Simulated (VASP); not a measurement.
# WC (P1) in VASP: a series of runs

WC is run at these levels: PBE; tasks: single point.

Everything below comes from runs of VASP 6.6.1. Logs are shortened: lines on timing, memory, paths and dates and some standing lists are left out, and cuts for length are marked.

## Step 1: The cell of the first run

The typed cell holds 16 atoms: a = 5.802 Å, b = 5.024 Å, c = 5.694 Å, α = 90.00°, β = 90.00°, γ = 90.00°.

## Step 2: Single point, PBE

File INCAR:

```
SYSTEM = WC
  ALGO = Normal
  EDIFF = 1E-6
  ENCUT = 520
  GGA = PE
  ISIF = 2
  ISMEAR = -1
  LASPH = .TRUE.
  LCHARG = .FALSE.
  LREAL = Auto
  LWAVE = .FALSE.
  NBANDS = 86
  NELM = 60
  PREC = Accurate
  SIGMA = 0.17
```

File KPOINTS:

```
k-points
0
G
  2 2 2
  0 0 0
```

File POSCAR:

```
WC
1.0
   -2.9007650000     -5.0242720000      0.0000000000
    4.3511470000     -2.5121360000      0.0000000000
    0.0000000000      0.0000000000      5.6940560000
W C
8 8
Direct
    0.7365042065      0.5024021539     -0.0118895915
    0.7545460722      0.5136486626      0.5114456198
    0.5059931130      0.0138738389     -0.0252719678
    0.5024777734      0.0029118617      0.4846457429
    0.2475813754      0.5099977979     -0.0204774944
    0.2554580749      0.5209945430      0.4888431024
   -0.0012143353      0.0055335981      0.0118017807
    0.0298739332      0.0078042088      0.4919340449
    0.5210787518      0.6769771293      0.2465202309
    0.4892277589      0.6296580557      0.7196451879
    0.2716690344      0.1709544694      0.2344901420
    0.2790509373      0.1832990686      0.7271617982
    0.0038960620      0.6751326858      0.2566887294
   -0.0056700853      0.7180296173      0.7525918256
    0.7930017772      0.1810584199      0.2544758956
    0.7724043870      0.1599954246      0.7547695351
```

Potentials or basis: VASP PAW PBE potentials, release 64 (W_sv, C).

Command:

```
$ cat potpaw_PBE.64/W_sv/POTCAR potpaw_PBE.64/C/POTCAR > POTCAR
$ mpirun -np 1 vasp_std > vasp.out
```

OUTCAR:

```text
SYSTEM = WC
   EDIFF = 1E-6
   ENCUT = 520
   GGA = PE
   ISIF = 2
   ISMEAR = -1
   LASPH = .TRUE.
   LREAL = Auto
   NELM = 60
   PREC = Accurate

 ion  position               nearest neighbor table
   1  0.737  0.502  0.988-   9 2.12  16 2.18  10 2.19  15 2.24  14 2.28  13 2.34   2 2.72   3 2.80
                             5 2.84   3 2.90   7 2.93   7 2.95   5 2.97   2 2.98
   2  0.755  0.514  0.511-  10 2.03   9 2.19  13 2.20  14 2.21  15 2.23  16 2.26   1 2.72   4 2.86
                             6 2.90   6 2.91   8 2.95   4 2.96   1 2.98   8 3.00
   3  0.506  0.014  0.975-  12 2.11  16 2.12  11 2.16   9 2.30  10 2.42  15 2.45   4 2.79   1 2.80
                             7 2.87   1 2.90   4 2.90   5 2.91   5 2.94   7 2.95
   4  0.502  0.003  0.485-  12 2.10   9 2.13  11 2.13  10 2.31  15 2.32  16 2.33   8 2.74   3 2.79
                             6 2.81   2 2.86   3 2.90   2 2.96   6 2.97   8 3.06
   5  0.248  0.510  0.980-  10 2.13  12 2.19  14 2.22  11 2.24  13 2.28   9 2.35   6 2.79   1 2.84
                             7 2.88   6 2.90   3 2.91   7 2.92   3 2.94   1 2.97
   6  0.255  0.521  0.489-  10 1.97  13 2.12  12 2.18   9 2.21  11 2.28  14 2.35   8 2.77   5 2.79
                             4 2.81   8 2.89   2 2.90   5 2.90   2 2.91   4 2.97
   7  0.999  0.006  0.012-  15 2.03  14 2.07  16 2.11  13 2.17  11 2.19  12 2.46   8 2.74   3 2.87
                             5 2.88   5 2.92   1 2.93   3 2.95   1 2.95   8 2.97
   8  0.030  0.008  0.492-  14 2.09  15 2.12  13 2.15  12 2.16  11 2.19  16 2.25   7 2.74   4 2.74
                             6 2.77   6 2.89   2 2.95   7 2.97   2 3.00   4 3.06
   9  0.521  0.677  0.247-   1 2.12   4 2.13   2 2.19   6 2.21   3 2.30   5 2.35
  10  0.489  0.630  0.720-   6 1.97   2 2.03   5 2.13   1 2.19   4 2.31   3 2.42
  11  0.272  0.171  0.234-   4 2.13   3 2.16   8 2.19   7 2.19   5 2.24   6 2.28
  12  0.279  0.183  0.727-   4 2.10   3 2.11   8 2.16   6 2.18   5 2.19   7 2.46
  13  0.004  0.675  0.257-   6 2.12   8 2.15   7 2.17   2 2.20   5 2.28   1 2.34
  14  0.994  0.718  0.753-   7 2.07   8 2.09   2 2.21   5 2.22   1 2.28   6 2.35
  15  0.793  0.181  0.254-   7 2.03   8 2.12   2 2.23   1 2.24   4 2.32   3 2.45
  16  0.772  0.160  0.755-   7 2.11   3 2.12   1 2.18   8 2.25   2 2.26   4 2.33

  LATTYP: Found a simple orthorhombic cell.
 ALAT       =     5.0242718376
 B/A-ratio  =     1.1333096982
 C/A-ratio  =     1.1547005964

  Lattice vectors:

 A1 = (   4.3511470000,  -2.5121360000,   0.0000000000)
 A2 = (   0.0000000000,   0.0000000000,   5.6940560000)
 A3 = (  -2.9007650000,  -5.0242720000,   0.0000000000)

Analysis of symmetry for initial positions (statically):
=====================================================================
 Subroutine PRICEL returns:
 Original cell was already a primitive cell.

 Routine SETGRP: Setting up the symmetry group for a
 simple orthorhombic supercell.

 Subroutine GETGRP returns: Found  1 space group operations
 (whereof  1 operations were pure point group operations)
 out of a pool of  8 trial point group operations.

The static configuration has the point symmetry C_1 .

Analysis of symmetry for dynamics (positions and initial velocities):
=====================================================================
 Subroutine PRICEL returns:
 Original cell was already a primitive cell.

 Routine SETGRP: Setting up the symmetry group for a
 simple orthorhombic supercell.

 Subroutine GETGRP returns: Found  1 space group operations
 (whereof  1 operations were pure point group operations)
 out of a pool of  8 trial point group operations.

The dynamic configuration has the point symmetry C_1 .

 Subroutine INISYM returns: Found  1 space group operations
 (whereof  1 operations are pure point group operations),
 and found     1 'primitive' translations

----------------------------------------------------------------------------------------

                                     Primitive cell

  volume of cell :     165.9730

  direct lattice vectors                    reciprocal lattice vectors
    -2.900765000 -5.024272000  0.000000000    -0.086184169 -0.149275353  0.000000000
     4.351147000 -2.512136000  0.000000000     0.172368338 -0.099516914  0.000000000
     0.000000000  0.000000000  5.694056000     0.000000000  0.000000000  0.175621736

  length of vectors
     5.801529688  5.024271838  5.694056000     0.172368333  0.199033817  0.175621736

  position of ions in fractional coordinates (direct lattice)
     0.736504207  0.502402154  0.988110408
     0.754546072  0.513648663  0.511445620
     0.505993113  0.013873839  0.974728032
     0.502477773  0.002911862  0.484645743
     0.247581375  0.509997798  0.979522506
     0.255458075  0.520994543  0.488843102
[... 8 lines left out ...]
     0.793001777  0.181058420  0.254475896
     0.772404387  0.159995425  0.754769535

  ion indices of the primitive-cell ions
   primitive index   ion index
                 1           1
                 2           2
                 3           3
                 4           4
                 5           5
                 6           6
[... 8 lines left out ...]
                15          15
                16          16

----------------------------------------------------------------------------------------

 KPOINTS: k-points

Automatic generation of k-mesh.
 Grid dimensions read from file:
 generate k-points for:    2    2    2

 Generating k-lattice:

  Cartesian coordinates                     Fractional coordinates (reciprocal lattice)
    -0.043092085 -0.074637677  0.000000000     0.500000000  0.000000000  0.000000000
     0.086184169 -0.049758457  0.000000000     0.000000000  0.500000000  0.000000000
     0.000000000  0.000000000  0.087810868     0.000000000  0.000000000  0.500000000

  Length of vectors
     0.086184166  0.099516908  0.087810868

  Shift w.r.t. Gamma in fractional coordinates (k-lattice)
     0.000000000  0.000000000  0.000000000

 Subroutine IBZKPT returns following result:
 ===========================================

 Found      8 irreducible k-points:

 Following reciprocal coordinates:
            Coordinates               Weight
  0.000000  0.000000  0.000000      1.000000
  0.500000  0.000000  0.000000      1.000000
  0.000000  0.500000  0.000000      1.000000
  0.500000  0.500000  0.000000      1.000000
  0.000000  0.000000  0.500000      1.000000
  0.500000  0.000000  0.500000      1.000000
  0.000000  0.500000  0.500000      1.000000
  0.500000  0.500000  0.500000      1.000000
   k-points           NKPTS =      8   k-points in BZ     NKDIM =      8   number of bands    NBANDS=     86
   number of dos      NEDOS =    301   number of ions     NIONS =     16
   total plane-waves  NPLWV =  80640
   dimension x,y,z NGX =    48 NGY =   40 NGZ =   42
   dimension x,y,z NGXF=    96 NGYF=   80 NGZF=   84
   ions per type =               8   8
   NGX,Y,Z   is equivalent  to a cutoff of  13.75, 13.24, 12.26 a.u.
   NGXF,Y,Z  is equivalent  to a cutoff of  27.51, 26.47, 24.52 a.u.
 SYSTEM =  WC
   PREC   = accura    normal or accurate (medium, high low for compatibility)
   ISTART =      0    job   : 0-new  1-cont  2-samecut
   ICHARG =      2    charge: 1-file 2-atom 10-const
   ISPIN  =      1    spin polarized calculation?
   LNONCOLLINEAR =      F non collinear calculations
   LSORBIT =      F    spin-orbit coupling
   LASPH  =      T    aspherical Exc in radial PAW
   ENCUT  =  520.0 eV  38.22 Ry    6.18 a.u.  10.79  9.34 10.59*2*pi/ulx,y,z
   NELM   =     60;   NELMIN=  2; NELMDL= -5     # of ELM steps
   EDIFF  = 0.1E-05   stopping-criterion for ELM
   LREAL  =      T    real-space projection
   EDIFFG = 0.1E-04   stopping-criterion for IOM
   NSW    =      0    number of steps for IOM
   IBRION =     -1    ionic relax: 0-MD 1-quasi-New 2-CG
   NFREE  =      0    steps in history (QN), initial steepest desc. (CG)
   ISIF   =      2    stress and relaxation
   ISYM   =      2    0-nonsym 1-usesym 2-fastsym
   POTIM  = 0.5000    time-step for ionic-motion
   TEBEG  =    0.0;   TEEND  =   0.0 temperature during run
   PSTRESS=    0.0 pullay stress
   NELECT =     144.0000    total number of electrons
   NUPDOWN=      -1.0000    fix difference up-down
   EMIN   =  10.00;   EMAX   =-10.00  energy-range for DOS
   EFERMI =   0.00;   METHOD = LEGACY
   ISMEAR =    -1;   SIGMA  =   0.17  broadening in eV -4-tet -1-fermi 0-gaus
   EFERMI_NEDOS =   21; number of points for ismear=-14 and -15
   IALGO  =     38    algorithm
   IMIX   =      4    mixing-type and parameters
     AMIX     =   0.40;   BMIX     =  1.00
     AMIX_MAG =   1.60;   BMIX_MAG =  1.00
  volume/ion in A,a.u.               =      10.37        70.00
  Fermi-wavevector in a.u.,A,eV,Ry     =   1.561408  2.950634 33.170955  2.437996
  Thomas-Fermi vector in A             =   2.664478
   LORBIT       =      0    0 simple, 1 ext, 2 COOP (PROOUT), +10 PAW based schemes
   GGA     = PE    functional components
   LHFCALC =     F    Hartree Fock is set to
   AEXX    =    0.0000 exact exchange contribution
   IVDW    =     0    specifies the selected vdW correction
   LEPSILON=     F    determine dielectric tensor
   LRPA    =     F    only Hartree local field effects (RPA)
 non-spin polarized calculation
  energy-cutoff  :      520.00
  volume of cell :      165.97
 maximum number of plane-waves:      4498
 NGX is ok and might be reduce to    48
   NGX = 21   NGY = 19   NGZ = 21

 number of electron     143.9999999 magnetization

 Free energy of the ion-electron system (eV)
  ---------------------------------------------------
  ext. energy  EPLUGINS =         0.00000000
  ---------------------------------------------------
  free energy    TOTEN  =      -175.79596773 eV

  energy without entropy =     -175.40397113  energy(sigma->0) =     -175.59996943

 E-fermi :  11.5471     XC(G=0): -13.7862

 val. band max:       11.4955604958   @ k =   0.0000   0.5000   0.0000
 cond. band min:      11.6332996663   @ k =   0.5000   0.0000   0.0000
 fundamental gap:      0.1377391705
 Fermi energy:        11.5471127228

 k-point     1 :       0.0000    0.0000    0.0000
  band No.  band energies     occupation
      1     -62.9465      2.00000
      2     -62.9022      2.00000
      3     -62.8313      2.00000
      4     -62.7971      2.00000
      5     -62.7575      2.00000
      6     -62.7453      2.00000
[... 76 lines left out ...]
     83      15.3449      0.00000
     84      15.4820      0.00000

 k-point     2 :       0.5000    0.0000    0.0000
  band No.  band energies     occupation
      1     -62.9378      2.00000
      2     -62.9111      2.00000
      3     -62.8294      2.00000
      4     -62.7844      2.00000
      5     -62.7710      2.00000
      6     -62.7435      2.00000
[... 511 lines left out ...]
     83      14.9658      0.00000
     84      15.0921      0.00000

 k-point     8 :       0.5000    0.5000    0.5000
  band No.  band energies     occupation
      1     -62.9329      2.00000
      2     -62.9038      2.00000
      3     -62.8301      2.00000
      4     -62.7791      2.00000
      5     -62.7670      2.00000
      6     -62.7426      2.00000
[... 76 lines left out ...]
     83      14.9189      0.00000
     84      15.2139      0.00000
 [bands above 84 left out]

------------------------ aborting loop because EDIFF is reached ----------------------------------------

  FORCE on cell =-STRESS in cart. coord.  units (eV):
  Direction    XX          YY          ZZ          XY          YZ          ZX
  --------------------------------------------------------------------------------------
  -------------------------------------------------------------------------------------
  Total       17.9975938     14.3690117     12.9290350      2.1810747     -1.0548341      1.9174539
  in kB      173.7351314    138.7075490    124.8071060     21.0544425    -10.1825692     18.5096470
  external PRESSURE =     145.7499288 kB  Pullay stress =       0.0000000 kB

 VOLUME and BASIS-vectors are now :
 -----------------------------------------------------------------------------
  energy-cutoff  :      520.00
  volume of cell :      165.97
      direct lattice vectors                 reciprocal lattice vectors
    -2.900765000 -5.024272000  0.000000000    -0.086184169 -0.149275353  0.000000000
     4.351147000 -2.512136000  0.000000000     0.172368338 -0.099516914  0.000000000
     0.000000000  0.000000000  5.694056000     0.000000000  0.000000000  0.175621736

 POSITION                                       TOTAL-FORCE (eV/Angst)
 -----------------------------------------------------------------------------------
      0.04960     -4.96250      5.62636        -0.584388     -2.722600      1.378264
      0.04620     -5.08140      2.91220        -2.052619     -0.625783     -3.373481
     -1.40740     -2.57710      5.55016        -1.349009      0.486711      2.447513
     -1.44490     -2.53190      2.75960        -0.731158     -2.943737      0.092857
      1.50090     -2.52510      5.57746        -0.237518     -0.315511      2.169432
      1.52590     -2.59230      2.78350        -1.937120      2.170850     -1.898963
[... 8 lines left out ...]
     -1.51250     -4.43910      1.44900         2.098875      2.842657      0.389493
     -1.54440     -4.28270      4.29770         1.472217      0.511081     -1.413428
 -----------------------------------------------------------------------------------
    total drift:                               -0.001500      0.008820      0.000540

  FREE ENERGIE OF THE ION-ELECTRON SYSTEM (eV)
  ---------------------------------------------------
  free  energy   TOTEN  =      -175.7959677305 eV

  energy  without entropy=     -175.4039711343  energy(sigma->0) =     -175.59996943
```

It took 2.7 min on 1 thread of AMD EPYC 9R45 (Zen 5), shared host; peak memory 0.28 GiB.

Results:

```yaml
Free_energy: -175.7960 eV
Pressure: 14.6 GPa
Largest_force: 5.236 eV/Å
Band_gap_on_the_k_mesh: zero (band 72 reaches 11.63 eV, above the bottom of band 73 at 11.45 eV)
```

Forces on the atoms (eV/Å):
```
W   -0.584 -2.723  1.378
W   -2.053 -0.626 -3.373
W   -1.349  0.487  2.448
W   -0.731 -2.944  0.093
W   -0.238 -0.316  2.169
W   -1.937  2.171 -1.899
W   -0.382 -2.405 -2.577
W    2.746  1.521  1.021
C    0.399  1.334 -0.725
C    2.497 -3.338  3.169
C    0.855 -0.064 -0.182
C    0.705  1.794  1.024
C    0.099  0.096 -1.247
C   -3.597  1.658 -0.274
C    2.099  2.843  0.389
C    1.472  0.511 -1.413
```

Levels at points of the mesh, in eV from the Fermi level:
```
           k point  band 69  band 70  band 71  band 72  band 73  band 74  band 75  band 76
(0.00, 0.00, 0.00)    -0.94    -0.75    -0.60    -0.52    -0.09     0.71     0.79     1.38
(0.50, 0.00, 0.00)    -1.12    -1.01    -0.18     0.09     0.21     0.46     0.49     0.83
(0.00, 0.50, 0.00)    -0.77    -0.71    -0.36    -0.05     0.94     0.97     1.72     1.82
(0.50, 0.50, 0.00)    -1.93    -1.72    -1.54    -1.35     1.36     1.42     1.51     1.66
(0.00, 0.00, 0.50)    -1.38    -1.16    -0.19    -0.06     0.26     0.30     0.64     0.69
(0.50, 0.00, 0.50)    -1.42    -1.22    -1.16    -1.02     0.10     0.20     0.41     0.46
(0.00, 0.50, 0.50)    -1.58    -1.36    -1.25    -1.07     0.54     0.73     0.78     0.88
(0.50, 0.50, 0.50)    -1.83    -1.81    -1.60    -1.30     0.83     1.26     1.38     1.43
```

Caveat: the k points lie up to 0.63 Å⁻¹ apart; spin-orbit coupling is left out, which moves the levels of the heavy elements; forces of over 1 eV/Å act on the atoms, so gaps and moduli don't describe the material at rest.

## Step 3: Single point, PBE

File INCAR:

```
SYSTEM = WC
PREC = Accurate
ENCUT = 520
EDIFF = 1E-7
ISMEAR = -1
SIGMA = 0.17
LREAL = Auto
LASPH = .True.
NELM = 100
ALGO = Normal
ISIF = 2
LWAVE = .False.
LCHARG = .False.
GGA = PE
NBANDS = 86
```

File KPOINTS:

```
regular mesh
0
Gamma
  2 2 2
  0 0 0
```

File POSCAR:

```
WC
1.0
   -2.9007650000     -5.0242720000      0.0000000000
    4.3511470000     -2.5121360000      0.0000000000
    0.0000000000      0.0000000000      5.6940560000
W C
8 8
Direct
    0.7795210236      0.5094765362     -0.0393919554
    0.7794319438      0.5159441642      0.4622364093
    0.5032490670     -0.0036065709      0.0028450721
    0.5057573219      0.0151415564      0.4671011314
    0.2730557540      0.4960693294     -0.0238143074
    0.2723059240      0.5452574904      0.4865248954
    0.0108254560      0.0191908258     -0.0386543441
    0.0186378796      0.0507369916      0.4569326329
    0.5251297477      0.6904105958      0.2373000898
    0.5376523807      0.7002758601      0.7382435297
    0.2963177402      0.2125757024      0.2361585485
    0.2647877074      0.1529911341      0.7210501618
    0.0148331082      0.6626131825      0.2239879622
    0.0410106669      0.6930959370      0.7457250157
    0.7798123397      0.2088305317      0.1985930591
    0.7611700360      0.1947246093      0.7467787461
```

Potentials or basis: VASP PAW PBE potentials, release 64 (W_sv, C).

Command:

```
$ cat potpaw_PBE.64/W_sv/POTCAR potpaw_PBE.64/C/POTCAR > POTCAR
$ mpirun -np 1 vasp_std > vasp.out
```

Run time: 3.2 min. Hardware: 1 thread of AMD EPYC 9R45 (Zen 5), shared host; peak memory 0.27 GiB.

It converged, with:

```yaml
Free_energy: -175.0801 eV
Pressure: 16.7 GPa
Largest_force: 6.520 eV/Å
Band_gap_on_the_k_mesh: zero (band 72 reaches 11.75 eV, above the bottom of band 73 at 11.61 eV)
```

Forces on the atoms (eV/Å):
```
W    3.104 -0.549  1.509
W    1.720  0.383  2.172
W    1.353 -3.443 -5.369
W   -0.113 -3.424  3.159
W    2.210 -2.171 -0.115
W   -2.664  1.103 -1.149
W   -1.235 -0.949  2.085
W   -2.605  1.990  1.361
C   -1.174  0.980 -0.527
C   -0.798  2.030 -1.053
C    0.338  2.999  0.193
C    1.617 -1.431  0.712
C    1.377 -2.262 -0.140
C   -0.116  1.897 -2.314
C   -1.437  1.880  2.751
C   -1.579  0.967 -3.276
```

Stress tensor (GPa, compression positive):
```
21.54 -1.41 -1.04
-1.41 11.98  0.07
-1.04  0.07 16.49
```

Levels at points of the mesh, in eV from the Fermi level:
| k point | band 70 | band 71 | band 72 | band 73 | band 74 | band 75 |
| --- | --- | --- | --- | --- | --- | --- |
| (0.00, 0.00, 0.00) | -0.75 | -0.62 | -0.60 | 0.00 | 0.58 | 0.76 |
| (0.50, 0.00, 0.00) | -1.00 | -0.17 | 0.13 | 0.15 | 0.49 | 0.60 |
| (0.00, 0.50, 0.00) | -0.81 | -0.26 | -0.05 | 0.86 | 0.95 | 1.58 |
| (0.50, 0.50, 0.00) | -1.61 | -1.57 | -1.31 | 1.08 | 1.15 | 1.34 |
| (0.00, 0.00, 0.50) | -1.36 | -0.22 | -0.18 | 0.22 | 0.34 | 0.55 |
| (0.50, 0.00, 0.50) | -1.26 | -1.18 | -1.02 | 0.06 | 0.30 | 0.42 |
| (0.00, 0.50, 0.50) | -1.43 | -1.24 | -1.00 | 0.49 | 0.71 | 0.76 |
| (0.50, 0.50, 0.50) | -1.72 | -1.58 | -1.36 | 0.84 | 1.03 | 1.22 |

Caveat: the k points lie up to 0.63 Å⁻¹ apart; spin-orbit coupling is left out, which moves the levels of the heavy elements; forces of over 1 eV/Å act on the atoms, so gaps and moduli don't describe the material at rest.

[end of part 1 of 2]
